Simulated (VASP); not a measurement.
# In (Im-3m) in VASP: a series of runs, part 2 of 3

VASP 6.6.1. The steps go on from the part before.

**3. Single point, PBE (volume scaled by 0.8)**

The input, INCAR:

```
SYSTEM = In
  ALGO = Normal
  EDIFF = 1E-6
  ENCUT = 520
  GGA = PE
  ISIF = 2
  ISMEAR = -1
  LASPH = .TRUE.
  LCHARG = .TRUE.
  LELF = .TRUE.
  LREAL = .FALSE.
  LVHAR = .TRUE.
  LWAVE = .FALSE.
  NBANDS = 12
  NELM = 100
  PREC = Accurate
  SIGMA = 0.1
```

The input, KPOINTS:

```
k-points
0
G
  16 16 16
  0 0 0
```

The input, POSCAR:

```
In
1.0
   -1.7725119607      1.7725119607      1.7725119607
    1.7725119607     -1.7725119607      1.7725119607
    1.7725119607      1.7725119607     -1.7725119607
In
1
Direct
    0.0000000000      0.0000000000      0.0000000000
```

Potentials or basis: VASP PAW PBE potentials, release 64 (In_d).

Command:

```
> cat potpaw_PBE.64/In_d/POTCAR > POTCAR
> mpirun -np 1 vasp_std > vasp.out
```

OUTCAR:

```text
SYSTEM = In
   EDIFF = 1E-6
   ENCUT = 520
   GGA = PE
   ISIF = 2
   ISMEAR = -1
   LASPH = .TRUE.
   LREAL = .FALSE.
   NELM = 100
   PREC = Accurate

 ion  position               nearest neighbor table
   1  0.000  0.000  0.000-

  LATTYP: Found a body centered cubic cell.
 ALAT       =     3.5450239214

  Lattice vectors:

 A1 = (  -1.7725119607,   1.7725119607,   1.7725119607)
 A2 = (   1.7725119607,  -1.7725119607,   1.7725119607)
 A3 = (   1.7725119607,   1.7725119607,  -1.7725119607)

Analysis of symmetry for initial positions (statically):
=====================================================================
 Subroutine PRICEL returns:
 Original cell was already a primitive cell.

 Routine SETGRP: Setting up the symmetry group for a
 body centered cubic supercell.

 Subroutine GETGRP returns: Found 48 space group operations
 (whereof 48 operations were pure point group operations)
 out of a pool of 48 trial point group operations.

The static configuration has the point symmetry O_h .

Analysis of symmetry for dynamics (positions and initial velocities):
=====================================================================
 Subroutine PRICEL returns:
 Original cell was already a primitive cell.

 Routine SETGRP: Setting up the symmetry group for a
 body centered cubic supercell.

 Subroutine GETGRP returns: Found 48 space group operations
 (whereof 48 operations were pure point group operations)
 out of a pool of 48 trial point group operations.

The dynamic configuration has the point symmetry O_h .

 Subroutine INISYM returns: Found 48 space group operations
 (whereof 48 operations are pure point group operations),
 and found     1 'primitive' translations

----------------------------------------------------------------------------------------

                                     Primitive cell
[... 113 lines left out ...]
   LORBIT       =      0    0 simple, 1 ext, 2 COOP (PROOUT), +10 PAW based schemes
   GGA     = PE    functional components
   LHFCALC =     F    Hartree Fock is set to
   AEXX    =    0.0000 exact exchange contribution
   IVDW    =     0    specifies the selected vdW correction
   LEPSILON=     F    determine dielectric tensor
   LRPA    =     F    only Hartree local field effects (RPA)
 non-spin polarized calculation
  energy-cutoff  :      520.00
  volume of cell :       22.28
 maximum number of plane-waves:       616
   NGX = 11   NGY = 11   NGZ = 11

 number of electron      12.9999994 magnetization

 Free energy of the ion-electron system (eV)
  ---------------------------------------------------
  ext. energy  EPLUGINS =         0.00000000
  ---------------------------------------------------
  free energy    TOTEN  =        -2.36772661 eV

  energy without entropy =       -2.35108121  energy(sigma->0) =       -2.35940391

 E-fermi :   9.5542     XC(G=0): -11.0432

 val. band max:        9.5539043678   @ k =   0.3125   0.0625   0.0625
 cond. band min:       9.5737830399   @ k =   0.2500   0.2500   0.1875
 fundamental gap:      0.0198786720
 Fermi energy:         9.5542464477

 k-point     1 :       0.0000    0.0000    0.0000
  band No.  band energies     occupation
      1      -5.4135      2.00000
      2      -5.4135      2.00000
      3      -5.4135      2.00000
      4      -4.9994      2.00000
      5      -4.9994      2.00000
      6      -1.2294      2.00000
      7      22.5593      0.00000
      8      22.5593      0.00000
      9      22.5593      0.00000
     10      22.9725      0.00000
     11      22.9725      0.00000
     12      22.9725      0.00000
[... 331 lines left out ...]
 k-point    24 :       0.2500    0.1875    0.0000
  band No.  band energies     occupation
      1      -5.5196      2.00000
      2      -5.3816      2.00000
      3      -5.0654      2.00000
      4      -5.0480      2.00000
      5      -4.9134      2.00000
      6       2.7184      2.00000
      7      10.9531      0.00000
      8      12.8343      0.00000
      9      17.1470      0.00000
     10      22.4995      0.00000
     11      23.9367      0.00000
     12      26.5766      0.00000

 [... further k-points ...]

------------------------ aborting loop because EDIFF is reached ----------------------------------------

  FORCE on cell =-STRESS in cart. coord.  units (eV):
  Direction    XX          YY          ZZ          XY          YZ          ZX
  --------------------------------------------------------------------------------------
  -------------------------------------------------------------------------------------
  Total        1.8795172      1.8795172      1.8795172      0.0000000      0.0000000     -0.0000000
  in kB      135.1852690    135.1852690    135.1852690      0.0000000      0.0000000     -0.0000000
  external PRESSURE =     135.1852690 kB  Pullay stress =       0.0000000 kB

 VOLUME and BASIS-vectors are now :
 -----------------------------------------------------------------------------
  energy-cutoff  :      520.00
  volume of cell :       22.28
      direct lattice vectors                 reciprocal lattice vectors
    -1.772511961  1.772511961  1.772511961     0.000000000  0.282085544  0.282085544
     1.772511961 -1.772511961  1.772511961     0.282085544  0.000000000  0.282085544
     1.772511961  1.772511961 -1.772511961     0.282085544  0.282085544  0.000000000

 POSITION                                       TOTAL-FORCE (eV/Angst)
 -----------------------------------------------------------------------------------
      0.00000      0.00000      0.00000         0.000000     -0.000000      0.000000
 -----------------------------------------------------------------------------------
    total drift:                               -0.000000      0.000000      0.000000

  FREE ENERGIE OF THE ION-ELECTRON SYSTEM (eV)
  ---------------------------------------------------
  free  energy   TOTEN  =        -2.3677266134 eV

  energy  without entropy=       -2.3510812109  energy(sigma->0) =       -2.35940391
```

OSZICAR:

```text
N       E                     dE             d eps       ncg     rms          rms(c)
DAV:   1     0.777983824339E+02    0.77798E+02   -0.63014E+03  3588   0.145E+03
DAV:   2     0.122500144100E+01   -0.76573E+02   -0.74575E+02  3660   0.298E+02
DAV:   3    -0.233098035358E+01   -0.35560E+01   -0.35439E+01  4100   0.643E+01
DAV:   4    -0.240814151614E+01   -0.77161E-01   -0.77129E-01  4356   0.910E+00
DAV:   5    -0.241189495772E+01   -0.37534E-02   -0.37533E-02  4636   0.183E+00    0.322E+00
DAV:   6    -0.237672084834E+01    0.35174E-01   -0.48563E-02  4368   0.488E+00    0.158E+00
DAV:   7    -0.236841361073E+01    0.83072E-02   -0.15009E-02  4952   0.253E+00    0.326E-01
DAV:   8    -0.236771994405E+01    0.69367E-03   -0.10898E-03  4436   0.560E-01    0.327E-02
DAV:   9    -0.236772533446E+01   -0.53904E-05   -0.18124E-05  4980   0.589E-02    0.184E-02
DAV:  10    -0.236772652998E+01   -0.11955E-05   -0.19586E-06  4092   0.176E-02    0.184E-03
DAV:  11    -0.236772661339E+01   -0.83410E-07   -0.54567E-08  2100   0.284E-03
   1 F= -.23677266E+01 E0= -.23594039E+01  d E =-.166454E-01
```

Wall time 36 s (1 thread of Intel Xeon 8259CL, shared host); peak memory 0.16 GiB.

Results:

```
Free energy : -2.3677 eV
Pressure    : 13.5 GPa
```

Levels at points of the mesh, in eV from the Fermi level:
```tsv
k point	band 2	band 3	band 4	band 5	band 6	band 7	band 8	band 9	band 10	band 11
(0.00, 0.00, 0.00)	-14.97	-14.97	-14.55	-14.55	-10.78	13.01	13.01	13.01	13.42	13.42
(0.50, 0.00, 0.00)	-15.08	-14.58	-14.55	-14.29	-3.95	-3.95	6.68	7.86	11.02	11.50
(0.50, 0.50, 0.50)	-15.17	-14.36	-14.36	-14.36	1.21	1.21	1.21	2.27	5.56	5.56
```

Caveat: spin-orbit coupling is left out, which moves the levels of the heavy elements.

**4. Single point, PBE (volume scaled by 0.9)**

The input, INCAR:

```
PREC = Accurate ; ENCUT = 520
EDIFF = 1E-6 ; ISMEAR = -1
SIGMA = 0.1 ; LREAL = F
LASPH = T ; NELM = 100
ALGO = Normal ; ISIF = 2
LWAVE = F ; LCHARG = F
GGA = PE ; NBANDS = 12
```

The input, KPOINTS:

```
regular mesh
0
Gamma
  16 16 16
```

The input, POSCAR:

```
In
1.0
   -1.8434867278      1.8434867278      1.8434867278
    1.8434867278     -1.8434867278      1.8434867278
    1.8434867278      1.8434867278     -1.8434867278
In
1
Direct
    0.0000000000      0.0000000000      0.0000000000
```

Potentials or basis: VASP PAW PBE potentials, release 64 (In_d).

Command:

```
> cat potpaw_PBE.64/In_d/POTCAR > POTCAR
> mpirun -np 1 vasp_std > vasp.out
```

OUTCAR:

```text
PREC = Accurate
   ENCUT = 520
   EDIFF = 1E-6
   ISMEAR = -1
   LREAL = F
   LASPH = T
   NELM = 100
   ISIF = 2
   GGA = PE

 ion  position               nearest neighbor table
   1  0.000  0.000  0.000-

  LATTYP: Found a body centered cubic cell.
 ALAT       =     3.6869734556

  Lattice vectors:

 A1 = (  -1.8434867278,   1.8434867278,   1.8434867278)
 A2 = (   1.8434867278,  -1.8434867278,   1.8434867278)
 A3 = (   1.8434867278,   1.8434867278,  -1.8434867278)

Analysis of symmetry for initial positions (statically):
=====================================================================
 Subroutine PRICEL returns:
 Original cell was already a primitive cell.

 Routine SETGRP: Setting up the symmetry group for a
 body centered cubic supercell.

 Subroutine GETGRP returns: Found 48 space group operations
 (whereof 48 operations were pure point group operations)
 out of a pool of 48 trial point group operations.

The static configuration has the point symmetry O_h .

Analysis of symmetry for dynamics (positions and initial velocities):
=====================================================================
 Subroutine PRICEL returns:
 Original cell was already a primitive cell.

 Routine SETGRP: Setting up the symmetry group for a
 body centered cubic supercell.

 Subroutine GETGRP returns: Found 48 space group operations
 (whereof 48 operations were pure point group operations)
 out of a pool of 48 trial point group operations.

The dynamic configuration has the point symmetry O_h .

 Subroutine INISYM returns: Found 48 space group operations
 (whereof 48 operations are pure point group operations),
 and found     1 'primitive' translations

----------------------------------------------------------------------------------------

                                     Primitive cell

  volume of cell :      25.0599

  direct lattice vectors                    reciprocal lattice vectors
    -1.843486728  1.843486728  1.843486728     0.000000000  0.271225169  0.271225169
     1.843486728 -1.843486728  1.843486728     0.271225169  0.000000000  0.271225169
     1.843486728  1.843486728 -1.843486728     0.271225169  0.271225169  0.000000000

  length of vectors
     3.193012676  3.193012676  3.193012676     0.383570313  0.383570313  0.383570313

  position of ions in fractional coordinates (direct lattice)
     0.000000000  0.000000000  0.000000000

  ion indices of the primitive-cell ions
   primitive index   ion index
                 1           1

----------------------------------------------------------------------------------------

 KPOINTS: regular mesh

Automatic generation of k-mesh.
 Grid dimensions read from file:
 generate k-points for:   16   16   16

 Generating k-lattice:

  Cartesian coordinates                     Fractional coordinates (reciprocal lattice)
     0.000000000  0.016951573  0.016951573     0.062500000  0.000000000  0.000000000
     0.016951573  0.000000000  0.016951573     0.000000000  0.062500000  0.000000000
     0.016951573  0.016951573  0.000000000     0.000000000  0.000000000  0.062500000

  Length of vectors
     0.023973145  0.023973145  0.023973145

  Shift w.r.t. Gamma in fractional coordinates (k-lattice)
     0.000000000  0.000000000  0.000000000

 Subroutine IBZKPT returns following result:
 ===========================================

 Found    145 irreducible k-points:

 Following reciprocal coordinates:
            Coordinates               Weight
  0.000000  0.000000  0.000000      1.000000
  0.062500  0.000000  0.000000     12.000000
  0.125000  0.000000  0.000000     12.000000
  0.187500  0.000000  0.000000     12.000000
  0.250000  0.000000  0.000000     12.000000
  0.312500  0.000000  0.000000     12.000000
[... 16 lines left out ...]
  0.187500  0.187500  0.000000     24.000000
  0.250000  0.187500  0.000000     48.000000
 [... further k-points ...]
   k-points           NKPTS =    145   k-points in BZ     NKDIM =    145   number of bands    NBANDS=     12
   number of dos      NEDOS =    301   number of ions     NIONS =      1
   total plane-waves  NPLWV =  13824
   dimension x,y,z NGX =    24 NGY =   24 NGZ =   24
   dimension x,y,z NGXF=    48 NGYF=   48 NGZF=   48
   ions per type =               1
   NGX,Y,Z   is equivalent  to a cutoff of  12.50, 12.50, 12.50 a.u.
   NGXF,Y,Z  is equivalent  to a cutoff of  24.99, 24.99, 24.99 a.u.
 SYSTEM =  unknown system
   PREC   = accura    normal or accurate (medium, high low for compatibility)
   ISTART =      0    job   : 0-new  1-cont  2-samecut
   ICHARG =      2    charge: 1-file 2-atom 10-const
   ISPIN  =      1    spin polarized calculation?
   LNONCOLLINEAR =      F non collinear calculations
   LSORBIT =      F    spin-orbit coupling
   LASPH  =      T    aspherical Exc in radial PAW
   ENCUT  =  520.0 eV  38.22 Ry    6.18 a.u.   5.94  5.94  5.94*2*pi/ulx,y,z
   NELM   =    100;   NELMIN=  2; NELMDL= -5     # of ELM steps
   EDIFF  = 0.1E-05   stopping-criterion for ELM
   LREAL  =      F    real-space projection
   EDIFFG = 0.1E-04   stopping-criterion for IOM
   NSW    =      0    number of steps for IOM
   IBRION =     -1    ionic relax: 0-MD 1-quasi-New 2-CG
   NFREE  =      0    steps in history (QN), initial steepest desc. (CG)
   ISIF   =      2    stress and relaxation
   ISYM   =      2    0-nonsym 1-usesym 2-fastsym
   POTIM  = 0.5000    time-step for ionic-motion
   TEBEG  =    0.0;   TEEND  =   0.0 temperature during run
   PSTRESS=    0.0 pullay stress
   NELECT =      13.0000    total number of electrons
   NUPDOWN=      -1.0000    fix difference up-down
   EMIN   =  10.00;   EMAX   =-10.00  energy-range for DOS
   EFERMI =   0.00;   METHOD = LEGACY
   ISMEAR =    -1;   SIGMA  =   0.10  broadening in eV -4-tet -1-fermi 0-gaus
   EFERMI_NEDOS =   21; number of points for ismear=-14 and -15
   IALGO  =     38    algorithm
   IMIX   =      4    mixing-type and parameters
     AMIX     =   0.40;   BMIX     =  1.00
     AMIX_MAG =   1.60;   BMIX_MAG =  1.00
  volume/ion in A,a.u.               =      25.06       169.11
  Fermi-wavevector in a.u.,A,eV,Ry     =   1.315414  2.485773 23.542367  1.730315
  Thomas-Fermi vector in A             =   2.445599
   LORBIT       =      0    0 simple, 1 ext, 2 COOP (PROOUT), +10 PAW based schemes
   GGA     = PE    functional components
   LHFCALC =     F    Hartree Fock is set to
   AEXX    =    0.0000 exact exchange contribution
   IVDW    =     0    specifies the selected vdW correction
   LEPSILON=     F    determine dielectric tensor
   LRPA    =     F    only Hartree local field effects (RPA)
 non-spin polarized calculation
  energy-cutoff  :      520.00
  volume of cell :       25.06
 maximum number of plane-waves:       691
   NGX = 11   NGY = 11   NGZ = 11

 number of electron      12.9999992 magnetization

 Free energy of the ion-electron system (eV)
  ---------------------------------------------------
  ext. energy  EPLUGINS =         0.00000000
  ---------------------------------------------------
  free energy    TOTEN  =        -2.51908497 eV

  energy without entropy =       -2.50188262  energy(sigma->0) =       -2.51048379

 E-fermi :   8.0451     XC(G=0): -10.4610

 val. band max:        8.0418890924   @ k =  -0.3750   0.4375   0.1875
 cond. band min:       8.0451946558   @ k =   0.5000   0.5000   0.3750
 fundamental gap:      0.0033055633
 Fermi energy:         8.0450880108

 k-point     1 :       0.0000    0.0000    0.0000
  band No.  band energies     occupation
      1      -6.7116      2.00000
      2      -6.7116      2.00000
      3      -6.7116      2.00000
      4      -6.4018      2.00000
      5      -6.4018      2.00000
      6      -1.8180      2.00000
      7      19.6329      0.00000
      8      19.6329      0.00000
      9      19.6329      0.00000
     10      21.1623      0.00000
     11      21.1623      0.00000
     12      21.1623      0.00000
[... 331 lines left out ...]
 k-point    24 :       0.2500    0.1875    0.0000
  band No.  band energies     occupation
      1      -6.7817      2.00000
      2      -6.6740      2.00000
      3      -6.4507      2.00000
      4      -6.4350      2.00000
      5      -6.3349      2.00000
      6       1.7411      2.00000
      7       9.2390      0.00001
      8      11.1209      0.00000
      9      15.1042      0.00000
     10      20.2284      0.00000
     11      21.3929      0.00000
     12      23.9668      0.00000

 [... further k-points ...]

------------------------ aborting loop because EDIFF is reached ----------------------------------------

  FORCE on cell =-STRESS in cart. coord.  units (eV):
  Direction    XX          YY          ZZ          XY          YZ          ZX
  --------------------------------------------------------------------------------------
  -------------------------------------------------------------------------------------
  Total        0.7277722      0.7277722      0.7277722      0.0000000      0.0000000     -0.0000000
  in kB       46.5292444     46.5292444     46.5292444      0.0000000      0.0000000     -0.0000000
  external PRESSURE =      46.5292444 kB  Pullay stress =       0.0000000 kB

 VOLUME and BASIS-vectors are now :
 -----------------------------------------------------------------------------
  energy-cutoff  :      520.00
  volume of cell :       25.06
      direct lattice vectors                 reciprocal lattice vectors
    -1.843486728  1.843486728  1.843486728     0.000000000  0.271225169  0.271225169
     1.843486728 -1.843486728  1.843486728     0.271225169  0.000000000  0.271225169
     1.843486728  1.843486728 -1.843486728     0.271225169  0.271225169  0.000000000

 POSITION                                       TOTAL-FORCE (eV/Angst)
 -----------------------------------------------------------------------------------
      0.00000      0.00000      0.00000         0.000000      0.000000      0.000000
 -----------------------------------------------------------------------------------
    total drift:                                0.000000      0.000000     -0.000000

  FREE ENERGIE OF THE ION-ELECTRON SYSTEM (eV)
  ---------------------------------------------------
  free  energy   TOTEN  =        -2.5190849654 eV

  energy  without entropy=       -2.5018826170  energy(sigma->0) =       -2.51048379
```

stdout:

```text
POSCAR found type information on POSCAR In
 POSCAR found :  1 types and       1 ions
 scaLAPACK will be used
 LDA part: xc-table for (Slater+PW92), standard interpolation
 POSCAR, INCAR and KPOINTS ok, starting setup
 FFT: planning ... GRIDC
 FFT: planning ... GRID_SOFT
 FFT: planning ... GRID
 WAVECAR not read
 entering main loop
```

It took 31 s on 1 thread of Intel Xeon 8259CL, shared host; peak memory 0.16 GiB.

Results:

* Free energy: -2.5191 eV
* Pressure: 4.7 GPa

Caveat: spin-orbit coupling is left out, which moves the levels of the heavy elements.

**5. Single point, PBE (volume scaled by 0.9)**

The input, INCAR:

```
SYSTEM = In
PREC = Accurate ; ENCUT = 520
EDIFF = 1E-6 ; ISMEAR = -1
SIGMA = 0.1 ; LREAL = .FALSE.
LASPH = .TRUE. ; NELM = 100
ALGO = Normal ; ISIF = 2
LWAVE = .FALSE. ; LCHARG = .FALSE.
GGA = PE ; NBANDS = 12
```

The input, KPOINTS:

```
Automatic mesh
0
G
  16 16 16
  0 0 0
```

POSCAR is that of step 4.

Command:

```
> cat potpaw_PBE.64/In_d/POTCAR > POTCAR
> mpirun -np 1 vasp_std > vasp.out
```

Wall time 33 s (1 thread of Intel Xeon 8259CL, shared host); peak memory 0.17 GiB.

It converged, with:

| Property | Result |
| --- | --- |
| Free energy | -2.5191 eV |
| Pressure | 4.7 GPa |

Levels at points of the mesh, in eV from the Fermi level:
```csv
k point,band 2,band 3,band 4,band 5,band 6,band 7,band 8,band 9,band 10,band 11
"(0.00, 0.00, 0.00)",-14.76,-14.76,-14.45,-14.45,-9.86,11.59,11.59,11.59,13.12,13.12
"(0.50, 0.00, 0.00)",-14.81,-14.46,-14.45,-14.25,-3.94,-3.39,6.11,7.48,10.33,10.51
"(0.50, 0.50, 0.50)",-14.89,-14.30,-14.30,-14.30,1.24,1.24,1.24,1.34,5.34,5.34
```

Caveat: spin-orbit coupling is left out, which moves the levels of the heavy elements.

(Continued in part 3 of 3.)
